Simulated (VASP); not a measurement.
SiS2:

```
Si S
1.0
    -2.74339    4.81808    2.76165
     2.74339   -4.81808    2.76165
     2.74339    4.81808   -2.76165
Si S
2 4
Direct
  0.75000 0.75000 0.00000
  0.25000 0.25000 0.00000
  0.11778 0.21222 0.32999
  0.88222 0.78778 0.67001
  0.61778 0.28778 0.90556
  0.38222 0.71222 0.09444
```

Program: VASP 6.6.1. Alike in all runs: potentials or basis VASP PAW PBE potentials, release 64 (Si, S); no spin polarisation; cell as given; smearing gaussian 0.01 eV.

Problem. Order these runs on this cell by their band gap on the k mesh, lowest first.
A. level PBE; k mesh 6 × 6 × 6; cutoff (eV) 400
B. level r2SCAN; k mesh 6 × 6 × 6; cutoff (eV) 440
C. level r2SCANh; k mesh 4 × 4 × 4; cutoff (eV) 440; grid for exact exchange (PRECFOCK) Normal; share of exact exchange 0.1

Solution. A (2.80 eV), B (3.19 eV), C (3.85 eV).

A k mesh can miss the band edges.
